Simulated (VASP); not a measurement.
# CsPbCl3 (Pm-3m) in VASP: a series of runs

Runs on CsPbCl3. Level: PBE. Tasks: single point, relaxation of cell and atoms.

Everything below comes from runs of VASP 6.6.1. Logs are shortened: lines on timing, memory, paths and dates and some standing lists are left out, and cuts for length are marked.

## Step 1: The cell of the first run

The structure is cubic, space group Pm-3m (No. 221). Conventional cell: a = 5.740 Å, b = 5.740 Å, c = 5.740 Å, α = 90.00°, β = 90.00°, γ = 90.00°. Within 5.3 Å of Cs (site symmetry m-3m) lie 12 Cl at 4.06 Å and 8 Pb at 4.97 Å. Pb (site symmetry m-3m) has 6 Cl at 2.87 Å within 3.8 Å. Cl (site symmetry 4/mmm) has 2 Pb at 2.87 Å within 3.8 Å.

## Step 2: Single point, PBE

Contents of INCAR:

```
ALGO = Normal
EDIFF = 1E-6
ENCUT = 520
GGA = PE
ISIF = 2
ISMEAR = 0
LASPH = True
LCHARG = False
LREAL = False
LWAVE = False
NBANDS = 30
NELM = 80
PREC = Accurate
SIGMA = 0.01
```

Contents of KPOINTS:

```
k-points
0
Gamma
  4 4 4
```

Contents of POSCAR:

```
CsPbCl3
1.0
    5.7402486057      0.0000000000      0.0000000000
    0.0000000000      5.7402486057      0.0000000000
    0.0000000000      0.0000000000      5.7402486057
Cs Pb Cl
1 1 3
Direct
    0.0000000000      0.0000000000      0.0000000000
    0.5000000000      0.5000000000      0.5000000000
    0.5000000000      0.5000000000      0.0000000000
    0.0000000000      0.5000000000      0.5000000000
    0.5000000000      0.0000000000      0.5000000000
```

Potentials or basis: VASP PAW PBE potentials, release 64 (Cs_sv, Pb_d, Cl).

On the command line:

```console
$ cat potpaw_PBE.64/Cs_sv/POTCAR potpaw_PBE.64/Pb_d/POTCAR potpaw_PBE.64/Cl/POTCAR > POTCAR
$ mpirun -np 1 vasp_std > vasp.out
```

OUTCAR:

```text
EDIFF = 1E-6
   ENCUT = 520
   GGA = PE
   ISIF = 2
   ISMEAR = 0
   LASPH = True
   LREAL = False
   NELM = 80
   PREC = Accurate

 ion  position               nearest neighbor table
   1  0.000  0.000  0.000-
   2  0.500  0.500  0.500-   3 2.87   4 2.87   5 2.87   3 2.87   5 2.87   4 2.87
   3  0.500  0.500  0.000-   2 2.87   2 2.87
   4  0.000  0.500  0.500-   2 2.87   2 2.87
   5  0.500  0.000  0.500-   2 2.87   2 2.87

  LATTYP: Found a simple cubic cell.
 ALAT       =     5.7402486057

  Lattice vectors:

 A1 = (   5.7402486057,   0.0000000000,   0.0000000000)
 A2 = (   0.0000000000,   5.7402486057,   0.0000000000)
 A3 = (   0.0000000000,   0.0000000000,   5.7402486057)

Analysis of symmetry for initial positions (statically):
=====================================================================
 Subroutine PRICEL returns:
 Original cell was already a primitive cell.

 Routine SETGRP: Setting up the symmetry group for a
 simple cubic supercell.

 Subroutine GETGRP returns: Found 48 space group operations
 (whereof 48 operations were pure point group operations)
 out of a pool of 48 trial point group operations.

The static configuration has the point symmetry O_h .

Analysis of symmetry for dynamics (positions and initial velocities):
=====================================================================
 Subroutine PRICEL returns:
 Original cell was already a primitive cell.

 Routine SETGRP: Setting up the symmetry group for a
 simple cubic supercell.

 Subroutine GETGRP returns: Found 48 space group operations
 (whereof 48 operations were pure point group operations)
 out of a pool of 48 trial point group operations.

The dynamic configuration has the point symmetry O_h .

 Subroutine INISYM returns: Found 48 space group operations
 (whereof 48 operations are pure point group operations),
 and found     1 'primitive' translations

----------------------------------------------------------------------------------------

                                     Primitive cell

  volume of cell :     189.1438

  direct lattice vectors                    reciprocal lattice vectors
     5.740248606  0.000000000  0.000000000     0.174208483  0.000000000  0.000000000
     0.000000000  5.740248606  0.000000000     0.000000000  0.174208483  0.000000000
     0.000000000  0.000000000  5.740248606     0.000000000  0.000000000  0.174208483

  length of vectors
     5.740248606  5.740248606  5.740248606     0.174208483  0.174208483  0.174208483

  position of ions in fractional coordinates (direct lattice)
     0.000000000  0.000000000  0.000000000
     0.500000000  0.500000000  0.500000000
     0.500000000  0.500000000  0.000000000
     0.000000000  0.500000000  0.500000000
     0.500000000  0.000000000  0.500000000

  ion indices of the primitive-cell ions
   primitive index   ion index
                 1           1
                 2           2
                 3           3
                 4           4
                 5           5

----------------------------------------------------------------------------------------

 KPOINTS: k-points

Automatic generation of k-mesh.
 Grid dimensions read from file:
 generate k-points for:    4    4    4

 Generating k-lattice:

  Cartesian coordinates                     Fractional coordinates (reciprocal lattice)
     0.043552121  0.000000000  0.000000000     0.250000000  0.000000000  0.000000000
     0.000000000  0.043552121  0.000000000     0.000000000  0.250000000  0.000000000
     0.000000000  0.000000000  0.043552121     0.000000000  0.000000000  0.250000000

  Length of vectors
     0.043552121  0.043552121  0.043552121

  Shift w.r.t. Gamma in fractional coordinates (k-lattice)
     0.000000000  0.000000000  0.000000000

 Subroutine IBZKPT returns following result:
 ===========================================

 Found     10 irreducible k-points:

 Following reciprocal coordinates:
            Coordinates               Weight
  0.000000  0.000000  0.000000      1.000000
  0.250000  0.000000  0.000000      6.000000
  0.500000  0.000000  0.000000      3.000000
  0.250000  0.250000  0.000000     12.000000
  0.500000  0.250000  0.000000     12.000000
  0.500000  0.500000  0.000000      3.000000
  0.250000  0.250000  0.250000      8.000000
  0.500000  0.250000  0.250000     12.000000
  0.500000  0.500000  0.250000      6.000000
  0.500000  0.500000  0.500000      1.000000
   k-points           NKPTS =     10   k-points in BZ     NKDIM =     10   number of bands    NBANDS=     30
   number of dos      NEDOS =    301   number of ions     NIONS =      5
   total plane-waves  NPLWV = 110592
   dimension x,y,z NGX =    48 NGY =   48 NGZ =   48
   dimension x,y,z NGXF=    96 NGYF=   96 NGZF=   96
   ions per type =               1   1   3
   NGX,Y,Z   is equivalent  to a cutoff of  13.90, 13.90, 13.90 a.u.
   NGXF,Y,Z  is equivalent  to a cutoff of  27.80, 27.80, 27.80 a.u.
 SYSTEM =  unknown system
   PREC   = accura    normal or accurate (medium, high low for compatibility)
   ISTART =      0    job   : 0-new  1-cont  2-samecut
   ICHARG =      2    charge: 1-file 2-atom 10-const
   ISPIN  =      1    spin polarized calculation?
   LNONCOLLINEAR =      F non collinear calculations
   LSORBIT =      F    spin-orbit coupling
   LASPH  =      T    aspherical Exc in radial PAW
   ENCUT  =  520.0 eV  38.22 Ry    6.18 a.u.  10.67 10.67 10.67*2*pi/ulx,y,z
   NELM   =     80;   NELMIN=  2; NELMDL= -5     # of ELM steps
   EDIFF  = 0.1E-05   stopping-criterion for ELM
   LREAL  =      F    real-space projection
   EDIFFG = 0.1E-04   stopping-criterion for IOM
   NSW    =      0    number of steps for IOM
   IBRION =     -1    ionic relax: 0-MD 1-quasi-New 2-CG
   NFREE  =      0    steps in history (QN), initial steepest desc. (CG)
   ISIF   =      2    stress and relaxation
   ISYM   =      2    0-nonsym 1-usesym 2-fastsym
   POTIM  = 0.5000    time-step for ionic-motion
   TEBEG  =    0.0;   TEEND  =   0.0 temperature during run
   PSTRESS=    0.0 pullay stress
   NELECT =      44.0000    total number of electrons
   NUPDOWN=      -1.0000    fix difference up-down
   EMIN   =  10.00;   EMAX   =-10.00  energy-range for DOS
   EFERMI =   0.00;   METHOD = LEGACY
   ISMEAR =     0;   SIGMA  =   0.01  broadening in eV -4-tet -1-fermi 0-gaus
   EFERMI_NEDOS =   21; number of points for ismear=-14 and -15
   IALGO  =     38    algorithm
   IMIX   =      4    mixing-type and parameters
     AMIX     =   0.40;   BMIX     =  1.00
     AMIX_MAG =   1.60;   BMIX_MAG =  1.00
  volume/ion in A,a.u.               =      37.83       255.28
  Fermi-wavevector in a.u.,A,eV,Ry     =   1.006843  1.902657 13.792668  1.013733
  Thomas-Fermi vector in A             =   2.139611
   LORBIT       =      0    0 simple, 1 ext, 2 COOP (PROOUT), +10 PAW based schemes
   GGA     = PE    functional components
   LHFCALC =     F    Hartree Fock is set to
   AEXX    =    0.0000 exact exchange contribution
   IVDW    =     0    specifies the selected vdW correction
   LEPSILON=     F    determine dielectric tensor
   LRPA    =     F    only Hartree local field effects (RPA)
 non-spin polarized calculation
 Gauss-broadening in eV      SIGMA  =   0.01
  energy-cutoff  :      520.00
  volume of cell :      189.14
 maximum number of plane-waves:      5112
 NGX is ok and might be reduce to    48
   NGX = 21   NGY = 21   NGZ = 21

 number of electron      44.0000012 magnetization

 Free energy of the ion-electron system (eV)
  ---------------------------------------------------
  ext. energy  EPLUGINS =         0.00000000
  ---------------------------------------------------
  free energy    TOTEN  =       -17.54956587 eV

  energy without entropy =      -17.54956587  energy(sigma->0) =      -17.54956587

 E-fermi :   1.0182     XC(G=0):  -7.5180

 val. band max:        0.9283080113   @ k =   0.5000   0.5000   0.5000
 cond. band min:       3.1502300689   @ k =   0.5000   0.5000   0.5000
 fundamental gap:      2.2219220576
 Fermi energy:         1.0182234113

 k-point     1 :       0.0000    0.0000    0.0000
  band No.  band energies     occupation
      1     -20.0919      2.00000
      2     -15.5768      2.00000
      3     -15.5768      2.00000
      4     -15.4222      2.00000
      5     -15.4222      2.00000
      6     -15.4222      2.00000
[... 22 lines left out ...]
     29       6.9737      0.00000
     30       6.9737      0.00000

 k-point     2 :       0.2500    0.0000    0.0000
  band No.  band energies     occupation
      1     -20.0912      2.00000
      2     -15.5767      2.00000
      3     -15.5426      2.00000
      4     -15.4227      2.00000
      5     -15.4227      2.00000
      6     -15.4222      2.00000
[... 22 lines left out ...]
     29       6.7657      0.00000
     30       7.3655      0.00000

 k-point     3 :       0.5000    0.0000    0.0000
  band No.  band energies     occupation
      1     -20.0905      2.00000
      2     -15.5767      2.00000
      3     -15.5073      2.00000
      4     -15.4232      2.00000
      5     -15.4232      2.00000
      6     -15.4222      2.00000
[... 22 lines left out ...]
     29       7.0544      0.00000
     30       8.0456      0.00000

 k-point     4 :       0.2500    0.2500    0.0000
  band No.  band energies     occupation
      1     -20.0906      2.00000
      2     -15.5601      2.00000
      3     -15.5238      2.00000
      4     -15.4232      2.00000
      5     -15.4227      2.00000
      6     -15.4227      2.00000
[... 154 lines left out ...]
     29       7.3463      0.00000
     30       7.3729      0.00000

 k-point     9 :       0.5000    0.5000    0.2500
  band No.  band energies     occupation
      1     -20.0888      2.00000
      2     -15.5054      2.00000
      3     -15.4652      2.00000
      4     -15.4241      2.00000
      5     -15.4236      2.00000
      6     -15.4236      2.00000
[... 22 lines left out ...]
     29       7.0668      0.00000
     30       7.4615      0.00000

 k-point    10 :       0.5000    0.5000    0.5000
  band No.  band energies     occupation
      1     -20.0883      2.00000
      2     -15.4652      2.00000
      3     -15.4652      2.00000
      4     -15.4241      2.00000
      5     -15.4241      2.00000
      6     -15.4241      2.00000
[... 22 lines left out ...]
     29       6.8432      0.00000
     30       7.9816      0.00000

------------------------ aborting loop because EDIFF is reached ----------------------------------------

  FORCE on cell =-STRESS in cart. coord.  units (eV):
  Direction    XX          YY          ZZ          XY          YZ          ZX
  --------------------------------------------------------------------------------------
  -------------------------------------------------------------------------------------
  Total       -0.0510608     -0.0510608     -0.0510608      0.0000000     -0.0000000      0.0000000
  in kB       -0.4325202     -0.4325202     -0.4325202      0.0000000     -0.0000000      0.0000000
  external PRESSURE =      -0.4325202 kB  Pullay stress =       0.0000000 kB

 VOLUME and BASIS-vectors are now :
 -----------------------------------------------------------------------------
  energy-cutoff  :      520.00
  volume of cell :      189.14
      direct lattice vectors                 reciprocal lattice vectors
     5.740248606  0.000000000  0.000000000     0.174208483  0.000000000  0.000000000
     0.000000000  5.740248606  0.000000000     0.000000000  0.174208483  0.000000000
     0.000000000  0.000000000  5.740248606     0.000000000  0.000000000  0.174208483

 POSITION                                       TOTAL-FORCE (eV/Angst)
 -----------------------------------------------------------------------------------
      0.00000      0.00000      0.00000         0.000000      0.000000      0.000000
      2.87012      2.87012      2.87012         0.000000      0.000000      0.000000
      2.87012      2.87012      0.00000         0.000000      0.000000      0.000000
      0.00000      2.87012      2.87012         0.000000      0.000000      0.000000
      2.87012      0.00000      2.87012         0.000000      0.000000      0.000000
 -----------------------------------------------------------------------------------
    total drift:                                0.000000     -0.000000     -0.000000

  FREE ENERGIE OF THE ION-ELECTRON SYSTEM (eV)
  ---------------------------------------------------
  free  energy   TOTEN  =       -17.5495658675 eV

  energy  without entropy=      -17.5495658675  energy(sigma->0) =      -17.54956587
```

Run time: 80 s. Hardware: 1 thread of AMD EPYC 7R13, shared host; peak memory 0.31 GiB.

What came out:

```yaml
Free_energy: -17.5496 eV
Pressure: 0.0 GPa
Band_gap_on_the_k_mesh: 2.22 eV
```

Caveat: spin-orbit coupling is left out, which moves the levels of the heavy elements. A k mesh can miss the band edges.

## Step 3: Single point, PBE

Contents of INCAR:

```
SYSTEM = CsPbCl3
  PREC = Accurate
  ENCUT = 520
  EDIFF = 1E-7
  ISMEAR = 0
  SIGMA = 0.01
  LREAL = .FALSE.
  LASPH = .TRUE.
  NELM = 80
  ALGO = Normal
  ISIF = 2
  LWAVE = .FALSE.
  LCHARG = .TRUE.
  GGA = PE
  LELF = .TRUE.
  LVHAR = .TRUE.
  NBANDS = 30
```

Contents of KPOINTS:

```
regular mesh
0
G
  4 4 4
  0 0 0
```

POSCAR is that of step 2.

Potentials or basis: VASP PAW PBE potentials, release 64 (Cs_sv, Pb_d, Cl).

On the command line:

```console
$ cat potpaw_PBE.64/Cs_sv/POTCAR potpaw_PBE.64/Pb_d/POTCAR potpaw_PBE.64/Cl/POTCAR > POTCAR
$ mpirun -np 1 vasp_std > vasp.out
```

Run time: 98 s. Hardware: 1 thread of AMD EPYC 7R13, shared host; peak memory 0.32 GiB.

The run converged. Its results:

```yaml
Free_energy: -17.5496 eV
Pressure: 0.0 GPa
Band_gap_on_the_k_mesh: 2.22 eV
```

Levels at points of the mesh, in eV from the valence-band top:
```
           k point  band 20  band 21  band 22  band 23  band 24  band 25
(0.00, 0.00, 0.00)    -2.02    -2.02    -2.02     3.68     4.77     4.77
(0.50, 0.00, 0.00)    -2.10    -2.10    -1.42     3.15     5.00     5.40
(0.50, 0.50, 0.00)    -2.26    -1.73    -0.69     2.73     2.73     5.04
(0.50, 0.50, 0.50)    -1.73    -1.73     0.00     2.22     2.22     2.22
```

Caveat: spin-orbit coupling is left out, which moves the levels of the heavy elements. A k mesh can miss the band edges.

## Step 4: Relaxation of cell and atoms, PBE

This run uses another cell than the first one, of 35.22 Å³/atom.

Contents of INCAR:

```
PREC = Accurate
ENCUT = 600
EDIFF = 1E-6
ISMEAR = 0
SIGMA = 0.01
LREAL = False
LASPH = True
NELM = 100
ALGO = Normal
ISIF = 3
LWAVE = False
LCHARG = False
GGA = PE
IBRION = 2
NSW = 60
EDIFFG = -0.02
```

Contents of KPOINTS:

```
regular mesh
0
Gamma
  4 4 4
```

POSCAR: that of step 3 with these lines changed.

```diff
@@ -2,5 +2,5 @@
 1.0
-    5.7402486057      0.0000000000      0.0000000000
-    0.0000000000      5.7402486057      0.0000000000
-    0.0000000000      0.0000000000      5.7402486057
+    5.6050000000      0.0000000000      0.0000000000
+    0.0000000000      5.6050000000      0.0000000000
+    0.0000000000      0.0000000000      5.6050000000
 Cs Pb Cl
```

On the command line:

```console
$ cat potpaw_PBE.64/Cs_sv/POTCAR potpaw_PBE.64/Pb_d/POTCAR potpaw_PBE.64/Cl/POTCAR > POTCAR
$ mpirun -np 1 vasp_std > vasp.out
```

Wall time 3.4 min (1 thread of AMD EPYC 7R13, shared host); peak memory 0.34 GiB.

Results (log left out):

* Free energy: -17.5490 eV
* Relaxed volume: 37.83 Å³/atom
* Relaxed cell: a = 5.740 Å, b = 5.740 Å, c = 5.740 Å, α = 90.00°, β = 90.00°, γ = 90.00°
* Space group after relaxing (to 0.1 Å): Pm-3m (No. 221)
* Energy gained by relaxing: 14.0 meV/atom
* Ionic steps: 3
* Pressure after relaxing: 0.0 GPa
* Band gap on the k mesh: 2.22 eV

Step by step:
```
step  energy change (eV)  largest force (eV/Å)  pressure (GPa)  volume (Å³)
   1              0.0000                0.0000            1.85       176.09
   2             -0.0677                0.0000            0.29       186.65
   3             -0.0698                0.0000           -0.02       189.13
```

Final structure:
```
CELL_PARAMETERS angstrom
5.74016 0.00000 0.00000
0.00000 5.74016 0.00000
0.00000 0.00000 5.74016
ATOMIC_POSITIONS crystal
Cs 0.00000 0.00000 0.00000
Pb 0.50000 0.50000 0.50000
Cl 0.50000 0.50000 0.00000
Cl 0.00000 0.50000 0.50000
Cl 0.50000 0.00000 0.50000
```

Levels at points of the mesh, in eV from the valence-band top:
| k point | band 19 | band 20 | band 21 | band 22 | band 23 | band 24 | band 25 | band 26 |
| --- | --- | --- | --- | --- | --- | --- | --- | --- |
| (0.00, 0.00, 0.00) | -2.10 | -2.02 | -2.02 | -2.02 | 3.68 | 4.77 | 4.77 | 5.65 |
| (0.50, 0.00, 0.00) | -2.19 | -2.10 | -2.10 | -1.42 | 3.15 | 5.00 | 5.40 | 5.40 |
| (0.50, 0.50, 0.00) | -2.26 | -2.26 | -1.73 | -0.69 | 2.73 | 2.73 | 5.04 | 5.73 |
| (0.50, 0.50, 0.50) | -1.73 | -1.73 | -1.73 | 0.00 | 2.22 | 2.22 | 2.22 | 5.45 |

Caveat: spin-orbit coupling is left out, which moves the levels of the heavy elements. A hybrid or GW would open this gap; PBE tends to underestimate it.

## Step 5: Relaxation of cell and atoms, PBE

This run uses another cell than the first one, of 35.22 Å³/atom.

Contents of INCAR:

```
SYSTEM = CsPbCl3
ALGO = Normal
EDIFF = 1E-7
EDIFFG = -0.02
ENCUT = 600
GGA = PE
IBRION = 2
ISIF = 3
ISMEAR = 0
LASPH = .TRUE.
LCHARG = .FALSE.
LREAL = .FALSE.
LWAVE = .FALSE.
NELM = 60
NSW = 60
PREC = Accurate
SIGMA = 0.01
```

Contents of KPOINTS:

```
k-points
0
G
  4 4 4
  0 0 0
```

POSCAR is that of step 4.

On the command line:

```console
$ cat potpaw_PBE.64/Cs_sv/POTCAR potpaw_PBE.64/Pb_d/POTCAR potpaw_PBE.64/Cl/POTCAR > POTCAR
$ mpirun -np 1 vasp_std > vasp.out
```

Run time: 3.7 min. Hardware: 1 thread of AMD EPYC 7R13, shared host; peak memory 0.34 GiB.

Results (log left out):

* Free energy: -17.5490 eV
* Relaxed volume: 37.83 Å³/atom
* Relaxed cell: a = 5.740 Å, b = 5.740 Å, c = 5.740 Å, α = 90.00°, β = 90.00°, γ = 90.00°
* Space group after relaxing (to 0.1 Å): Pm-3m (No. 221)
* Energy gained by relaxing: 14.0 meV/atom
* Ionic steps: 3
* Pressure after relaxing: 0.0 GPa
* Band gap on the k mesh: 2.22 eV

Step by step:
```
step  energy change (eV)  largest force (eV/Å)  pressure (GPa)  volume (Å³)
   1              0.0000                0.0000            1.85       176.09
   2             -0.0677                0.0000            0.29       186.64
   3             -0.0698                0.0000           -0.01       189.13
```

Final structure:
```cif
data_structure
_symmetry_space_group_name_H-M 'P 1'
_symmetry_Int_Tables_number 1
_cell_length_a 5.7401
_cell_length_b 5.7401
_cell_length_c 5.7401
_cell_angle_alpha 90.000
_cell_angle_beta 90.000
_cell_angle_gamma 90.000
_cell_volume 189.13
loop_
_atom_site_label
_atom_site_type_symbol
_atom_site_fract_x
_atom_site_fract_y
_atom_site_fract_z
_atom_site_occupancy
Cs1 Cs 0.00000 0.00000 0.00000 1
Pb1 Pb 0.50000 0.50000 0.50000 1
Cl1 Cl 0.50000 0.50000 0.00000 1
Cl2 Cl 0.00000 0.50000 0.50000 1
Cl3 Cl 0.50000 0.00000 0.50000 1
```

Levels at points of the mesh, in eV from the valence-band top:
```tsv
k point	band 20	band 21	band 22	band 23	band 24	band 25
(0.00, 0.00, 0.00)	-2.02	-2.02	-2.02	3.68	4.77	4.77
(0.50, 0.00, 0.00)	-2.11	-2.11	-1.42	3.15	5.00	5.40
(0.50, 0.50, 0.00)	-2.26	-1.73	-0.69	2.73	2.73	5.04
(0.50, 0.50, 0.50)	-1.73	-1.73	0.00	2.22	2.22	2.22
```

Caveat: spin-orbit coupling is left out, which moves the levels of the heavy elements. PBE gaps usually lie below the measured ones, often by a third to a half.
